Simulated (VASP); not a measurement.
# WSeS (P-3m1) in VASP: further runs, part 2 of 2

VASP 6.6.1. The steps go on from the part before.

## Step 4: Single point, LDA

This run uses another cell than the first one, of 19.95 Å³/atom.

The input, INCAR:

```
  PREC = Accurate
  ENCUT = 520
  EDIFF = 1E-6
  ISMEAR = 1
  SIGMA = 0.1
  LREAL = False
  LASPH = True
  NELM = 80
  ALGO = Normal
  ISIF = 2
  LWAVE = False
  LCHARG = False
  GGA = CA
  NBANDS = 35
```

The input, KPOINTS:

```
Automatic mesh
0
Gamma
  8 8 2
```

The input, POSCAR:

```
WSeS
1.0
    3.2189803724      0.0000000000      0.0000000000
   -1.6094906817      2.7877184077      0.0000000000
    0.0000000000      0.0000000000     13.3380501028
W Se S
2 2 2
Direct
    0.3333333333      0.6666666667      0.2568470000
    0.6666666667      0.3333333333      0.7431530000
    0.3333333333      0.6666666667      0.8692760000
    0.6666666667      0.3333333333      0.1307240000
    0.6666666667      0.3333333333      0.3702380000
    0.3333333333      0.6666666667      0.6297620000
```

Potentials or basis: VASP PAW LDA potentials, release 64 (W_sv, Se, S).

Command:

```sh
$ cat potpaw_LDA.64/W_sv/POTCAR potpaw_LDA.64/Se/POTCAR potpaw_LDA.64/S/POTCAR > POTCAR
$ mpirun -np 1 vasp_std > vasp.out
```

OUTCAR:

```text
PREC = Accurate
   ENCUT = 520
   EDIFF = 1E-6
   ISMEAR = 1
   LREAL = False
   LASPH = True
   NELM = 80
   ISIF = 2
   GGA = CA

 ion  position               nearest neighbor table
   1  0.333  0.667  0.257-   5 2.40   5 2.40   5 2.40   4 2.51   4 2.51   4 2.51
   2  0.667  0.333  0.743-   6 2.40   6 2.40   6 2.40   3 2.51   3 2.51   3 2.51
   3  0.333  0.667  0.869-   2 2.51   2 2.51   2 2.51
   4  0.667  0.333  0.131-   1 2.51   1 2.51   1 2.51
   5  0.667  0.333  0.370-   1 2.40   1 2.40   1 2.40
   6  0.333  0.667  0.630-   2 2.40   2 2.40   2 2.40

  LATTYP: Found a hexagonal cell.
 ALAT       =     3.2189803724
 C/A-ratio  =     4.1435636629

  Lattice vectors:

 A1 = (   3.2189803724,   0.0000000000,   0.0000000000)
 A2 = (  -1.6094906817,   2.7877184077,   0.0000000000)
 A3 = (   0.0000000000,   0.0000000000,  13.3380501028)

Analysis of symmetry for initial positions (statically):
=====================================================================
 Subroutine PRICEL returns:
 Original cell was already a primitive cell.

 Routine SETGRP: Setting up the symmetry group for a
 hexagonal supercell.

 Subroutine GETGRP returns: Found 12 space group operations
 (whereof 12 operations were pure point group operations)
 out of a pool of 24 trial point group operations.

The static configuration has the point symmetry D_3d.

Analysis of symmetry for dynamics (positions and initial velocities):
=====================================================================
 Subroutine PRICEL returns:
 Original cell was already a primitive cell.

 Routine SETGRP: Setting up the symmetry group for a
 hexagonal supercell.

 Subroutine GETGRP returns: Found 12 space group operations
 (whereof 12 operations were pure point group operations)
 out of a pool of 24 trial point group operations.

The dynamic configuration has the point symmetry D_3d.

 Subroutine INISYM returns: Found 12 space group operations
 (whereof 12 operations are pure point group operations),
 and found     1 'primitive' translations

----------------------------------------------------------------------------------------

                                     Primitive cell

  volume of cell :     119.6905

  direct lattice vectors                    reciprocal lattice vectors
     3.218980372  0.000000000  0.000000000     0.310657377  0.179358199  0.000000000
    -1.609490682  2.787718408  0.000000000     0.000000000  0.358716288  0.000000000
     0.000000000  0.000000000 13.338050103     0.000000000  0.000000000  0.074973478

  length of vectors
     3.218980372  3.218980301 13.338050103     0.358716280  0.358716288  0.074973478

  position of ions in fractional coordinates (direct lattice)
     0.333333333  0.666666667  0.256847000
     0.666666667  0.333333333  0.743153000
     0.333333333  0.666666667  0.869276000
     0.666666667  0.333333333  0.130724000
     0.666666667  0.333333333  0.370238000
     0.333333333  0.666666667  0.629762000

  ion indices of the primitive-cell ions
   primitive index   ion index
                 1           1
                 2           2
                 3           3
                 4           4
                 5           5
                 6           6

[... 30 lines left out ...]
  0.250000  0.000000  0.000000      6.000000
  0.375000 -0.000000  0.000000      6.000000
  0.500000  0.000000  0.000000      3.000000
  0.125000  0.125000  0.000000      6.000000
[... 12 lines left out ...]
  0.250000  0.250000  0.500000      6.000000
  0.375000  0.250000  0.500000      6.000000
   k-points           NKPTS =     20   k-points in BZ     NKDIM =     20   number of bands    NBANDS=     35
   number of dos      NEDOS =    301   number of ions     NIONS =      6
   total plane-waves  NPLWV =  57600
   dimension x,y,z NGX =    24 NGY =   24 NGZ =  100
   dimension x,y,z NGXF=    48 NGYF=   48 NGZF=  200
   ions per type =               2   2   2
   NGX,Y,Z   is equivalent  to a cutoff of  12.39, 12.39, 12.46 a.u.
   NGXF,Y,Z  is equivalent  to a cutoff of  24.79, 24.79, 24.93 a.u.
 SYSTEM =  unknown system
   PREC   = accura    normal or accurate (medium, high low for compatibility)
   ISTART =      0    job   : 0-new  1-cont  2-samecut
   ICHARG =      2    charge: 1-file 2-atom 10-const
   ISPIN  =      1    spin polarized calculation?
   LNONCOLLINEAR =      F non collinear calculations
   LSORBIT =      F    spin-orbit coupling
   LASPH  =      T    aspherical Exc in radial PAW
   ENCUT  =  520.0 eV  38.22 Ry    6.18 a.u.   5.99  5.99 24.80*2*pi/ulx,y,z
   NELM   =     80;   NELMIN=  2; NELMDL= -5     # of ELM steps
   EDIFF  = 0.1E-05   stopping-criterion for ELM
   LREAL  =      F    real-space projection
   EDIFFG = 0.1E-04   stopping-criterion for IOM
   NSW    =      0    number of steps for IOM
   IBRION =     -1    ionic relax: 0-MD 1-quasi-New 2-CG
   NFREE  =      0    steps in history (QN), initial steepest desc. (CG)
   ISIF   =      2    stress and relaxation
   ISYM   =      2    0-nonsym 1-usesym 2-fastsym
   POTIM  = 0.5000    time-step for ionic-motion
   TEBEG  =    0.0;   TEEND  =   0.0 temperature during run
   PSTRESS=    0.0 pullay stress
   NELECT =      52.0000    total number of electrons
   NUPDOWN=      -1.0000    fix difference up-down
   EMIN   =  10.00;   EMAX   =-10.00  energy-range for DOS
   EFERMI =   0.00;   METHOD = LEGACY
   ISMEAR =     1;   SIGMA  =   0.10  broadening in eV -4-tet -1-fermi 0-gaus
   EFERMI_NEDOS =   21; number of points for ismear=-14 and -15
   IALGO  =     38    algorithm
   IMIX   =      4    mixing-type and parameters
     AMIX     =   0.40;   BMIX     =  1.00
     AMIX_MAG =   1.60;   BMIX_MAG =  1.00
  volume/ion in A,a.u.               =      19.95       134.62
  Fermi-wavevector in a.u.,A,eV,Ry     =   1.239908  2.343086 20.917210  1.537372
  Thomas-Fermi vector in A             =   2.374371
   LORBIT       =      0    0 simple, 1 ext, 2 COOP (PROOUT), +10 PAW based schemes
   GGA     = CA    functional components
   LHFCALC =     F    Hartree Fock is set to
   AEXX    =    0.0000 exact exchange contribution
   IVDW    =     0    specifies the selected vdW correction
   LEPSILON=     F    determine dielectric tensor
   LRPA    =     F    only Hartree local field effects (RPA)
 non-spin polarized calculation
 Methfessel and Paxton  Order N= 1 SIGMA  =   0.10
  energy-cutoff  :      520.00
  volume of cell :      119.69
 maximum number of plane-waves:      3262
 NGX is ok and might be reduce to    24
   NGX = 11   NGY = 11   NGZ = 49

 number of electron      52.0000006 magnetization

 Free energy of the ion-electron system (eV)
  ---------------------------------------------------
  ext. energy  EPLUGINS =         0.00000000
  ---------------------------------------------------
  free energy    TOTEN  =       -50.38236403 eV

  energy without entropy =      -50.38242330  energy(sigma->0) =      -50.38238378

 E-fermi :   6.2176     XC(G=0): -10.7560

 val. band max:        6.1360285678   @ k =   0.0000   0.0000   0.0000
 cond. band min:       7.3039138233   @ k =   0.2500   0.1250   0.0000
 fundamental gap:      1.1678852555
 Fermi energy:         6.2176479649

 k-point     1 :       0.0000    0.0000    0.0000
  band No.  band energies     occupation
      1     -67.8290      2.00000
      2     -67.8290      2.00000
      3     -32.3638      2.00000
      4     -32.3638      2.00000
      5     -32.2008      2.00000
      6     -32.2008      2.00000
[... 749 lines left out ...]
     34      10.8431      0.00000
     35      11.7448      0.00000

------------------------ aborting loop because EDIFF is reached ----------------------------------------

  FORCE on cell =-STRESS in cart. coord.  units (eV):
  Direction    XX          YY          ZZ          XY          YZ          ZX
  --------------------------------------------------------------------------------------
  -------------------------------------------------------------------------------------
  Total       -1.3665990     -1.3665986      0.2767291      0.0000002      0.0000000      0.0000000
  in kB      -18.2933014    -18.2932965      3.7042978      0.0000033      0.0000000      0.0000000
  external PRESSURE =     -10.9607667 kB  Pullay stress =       0.0000000 kB

 VOLUME and BASIS-vectors are now :
 -----------------------------------------------------------------------------
  energy-cutoff  :      520.00
  volume of cell :      119.69
      direct lattice vectors                 reciprocal lattice vectors
     3.218980372  0.000000000  0.000000000     0.310657377  0.179358199  0.000000000
    -1.609490682  2.787718408  0.000000000     0.000000000  0.358716288  0.000000000
     0.000000000  0.000000000 13.338050103     0.000000000  0.000000000  0.074973478

 POSITION                                       TOTAL-FORCE (eV/Angst)
 -----------------------------------------------------------------------------------
     -0.00000      1.85848      3.42584        -0.000000      0.000000      0.086546
      1.60949      0.92924      9.91221         0.000000     -0.000000     -0.086546
     -0.00000      1.85848     11.59445         0.000000     -0.000000      0.263451
      1.60949      0.92924      1.74360        -0.000000      0.000000     -0.263451
      1.60949      0.92924      4.93825         0.000000     -0.000000      0.178066
     -0.00000      1.85848      8.39980         0.000000      0.000000     -0.178066
 -----------------------------------------------------------------------------------
    total drift:                                0.000000     -0.000000      0.000000

  FREE ENERGIE OF THE ION-ELECTRON SYSTEM (eV)
  ---------------------------------------------------
  free  energy   TOTEN  =       -50.3823640279 eV

  energy  without entropy=      -50.3824232990  energy(sigma->0) =      -50.38238378
```

It took 92 s on 1 thread of Intel Xeon 8259CL, shared host; peak memory 0.24 GiB.

What came out:

```yaml
Free_energy: -50.3824 eV
Pressure: -1.1 GPa
Largest_force: 0.263 eV/Å
Band_gap_on_the_k_mesh: 1.17 eV (least direct gap 2.07 eV)
```

Forces in eV/Å, atoms in the order of the input:
```
W    0.000  0.000  0.087
W    0.000  0.000 -0.087
Se   0.000  0.000  0.263
Se   0.000  0.000 -0.263
S    0.000  0.000  0.178
S    0.000  0.000 -0.178
```

Caveat: spin-orbit coupling is left out, which moves the levels of the heavy elements. A k mesh can miss the band edges.

## Step 5: Single point, LDA

This run uses another cell than the first one, of 20.49 Å³/atom.

The input, INCAR:

```
PREC = Accurate
ENCUT = 520
EDIFF = 1E-6
ISMEAR = 1
SIGMA = 0.1
LREAL = F
LASPH = T
NELM = 100
ALGO = Normal
ISIF = 2
LWAVE = F
LCHARG = T
LELF = T
LVHAR = T
NBANDS = 35
```

KPOINTS is that of step 4.

POSCAR, as its differences from that of step 4:

```diff
@@ -2,5 +2,5 @@
 1.0
-    3.2189803724      0.0000000000      0.0000000000
-   -1.6094906817      2.7877184077      0.0000000000
-    0.0000000000      0.0000000000     13.3380501028
+    3.2481130000      0.0000000000      0.0000000000
+   -1.6240570000      2.8129480000      0.0000000000
+    0.0000000000      0.0000000000     13.4587630000
 W Se S
```

Command:

```sh
$ cat potpaw_LDA.64/W_sv/POTCAR potpaw_LDA.64/Se/POTCAR potpaw_LDA.64/S/POTCAR > POTCAR
$ mpirun -np 1 vasp_std > vasp.out
```

It took 1.7 min on 1 thread of Intel Xeon 8259CL, shared host; peak memory 0.24 GiB.

It converged, with:

| Property | Result |
| --- | --- |
| Free energy | -50.3217 eV |
| Pressure | -4.8 GPa |
| Largest force | 0.291 eV/Å |
| Band gap on the k mesh | 1.17 eV (least direct gap 2.00 eV) |

Forces on the atoms (eV/Å):
```
W    0.000  0.000  0.071
W    0.000  0.000 -0.071
Se   0.000  0.000 -0.218
Se   0.000  0.000  0.218
S    0.000  0.000 -0.291
S    0.000  0.000  0.291
```

Stress tensor (GPa, compression positive):
```
-5.42  0.00  0.00
 0.00 -5.42  0.00
 0.00  0.00 -3.69
```

Levels at points of the mesh, in eV from the valence-band top:
| k point | band 23 | band 24 | band 25 | band 26 | band 27 | band 28 | band 29 | band 30 |
| --- | --- | --- | --- | --- | --- | --- | --- | --- |
| (0.00, 0.00, 0.00) | -1.76 | -1.71 | -0.87 | 0.00 | 2.46 | 2.46 | 2.48 | 2.48 |
| (0.50, 0.00, 0.00) | -1.51 | -1.42 | -1.38 | -1.29 | 2.12 | 2.14 | 2.40 | 2.56 |
| (0.00, 0.00, 0.50) | -1.77 | -1.77 | -0.47 | -0.12 | 2.46 | 2.46 | 2.48 | 2.48 |
| (0.50, 0.00, 0.50) | -1.48 | -1.45 | -1.36 | -1.30 | 2.13 | 2.13 | 2.48 | 2.52 |

Caveat: the cell stands under tension; spin-orbit coupling is left out, which moves the levels of the heavy elements. A k mesh can miss the band edges.

## Step 6: Single point, LDA

This run uses another cell than the first one, of 21.04 Å³/atom.

The input, INCAR:

```
SYSTEM = WSeS
  PREC = Accurate
  ENCUT = 520
  EDIFF = 1E-6
  ISMEAR = 1
  SIGMA = 0.1
  LREAL = .False.
  LASPH = .True.
  NELM = 100
  ALGO = Normal
  ISIF = 2
  LWAVE = .False.
  LCHARG = .False.
  GGA = CA
  NBANDS = 35
```

The input, KPOINTS:

```
regular mesh
0
Gamma
  8 8 2
  0 0 0
```

POSCAR, as its differences from that of step 5:

```diff
@@ -2,5 +2,5 @@
 1.0
-    3.2481130000      0.0000000000      0.0000000000
-   -1.6240570000      2.8129480000      0.0000000000
-    0.0000000000      0.0000000000     13.4587630000
+    3.2767322103      0.0000000000      0.0000000000
+   -1.6383666096      2.8377329599      0.0000000000
+    0.0000000000      0.0000000000     13.5773485199
 W Se S
```

Potentials or basis: VASP PAW LDA potentials, release 64 (W_sv, Se, S).

Command:

```sh
$ cat potpaw_LDA.64/W_sv/POTCAR potpaw_LDA.64/Se/POTCAR potpaw_LDA.64/S/POTCAR > POTCAR
$ mpirun -np 1 vasp_std > vasp.out
```

Run time: 1.7 min. Hardware: 1 thread of Intel Xeon 8259CL, shared host; peak memory 0.24 GiB.

Results (log left out):

```yaml
Free_energy: -50.1897 eV
Pressure: -8.1 GPa
Largest_force: 0.713 eV/Å
Band_gap_on_the_k_mesh: 1.17 eV (least direct gap 1.93 eV)
```

Forces on the atoms (eV/Å):
```
W    0.000  0.000  0.057
W    0.000  0.000 -0.057
Se   0.000  0.000 -0.651
Se   0.000  0.000  0.651
S    0.000  0.000 -0.713
S    0.000  0.000  0.713
```

Stress tensor (GPa, compression positive):
```
-8.50  0.00  0.00
 0.00 -8.50  0.00
 0.00  0.00 -7.20
```

Levels at points of the mesh, in eV from the valence-band top:
```
           k point  band 23  band 24  band 25  band 26  band 27  band 28  band 29  band 30
(0.00, 0.00, 0.00)    -1.71    -1.68    -0.80     0.00     2.40     2.40     2.42     2.42
(0.50, 0.00, 0.00)    -1.49    -1.40    -1.32    -1.24     2.06     2.08     2.34     2.48
(0.00, 0.00, 0.50)    -1.71    -1.71    -0.44    -0.11     2.40     2.40     2.42     2.42
(0.50, 0.00, 0.50)    -1.46    -1.43    -1.30    -1.25     2.07     2.07     2.41     2.45
```

Caveat: the cell stands under tension; spin-orbit coupling is left out, which moves the levels of the heavy elements.

## Step 7: Overview

```tsv
cell	gap on the mesh (eV)	pressure (GPa)	largest force (eV/Å)
a = 3.159, b = 3.159, c = 13.090 Å, angles 90.0, 90.0, 120.0°, 6 atoms	1.15	8.3	1.40
a = 3.189, b = 3.189, c = 13.215 Å, angles 90.0, 90.0, 120.0°, 6 atoms	1.16	3.3	0.80
a = 3.219, b = 3.219, c = 13.338 Å, angles 90.0, 90.0, 120.0°, 6 atoms	1.17	-1.1	0.26
a = 3.248, b = 3.248, c = 13.459 Å, angles 90.0, 90.0, 120.0°, 6 atoms	1.17	-4.8	0.29
a = 3.277, b = 3.277, c = 13.577 Å, angles 90.0, 90.0, 120.0°, 6 atoms	1.17	-8.1	0.71
```

Alike in all rows: task single point; level LDA; potentials or basis VASP PAW LDA potentials, release 64 (W_sv, Se, S); no spin polarisation; k mesh 8 × 8 × 2; cutoff (eV) 520; smearing methfessel-paxton 0.1 eV.

Caveats: spin-orbit coupling is left out, which moves the levels of the heavy elements; the cell stands under pressure (at least some runs); the cell stands under tension (at least some runs); forces of over 1 eV/Å act on the atoms, so gaps and moduli don't describe the material at rest (at least some runs).

Total energies depend on the potentials used, so only differences within one code and one set of settings carry meaning.
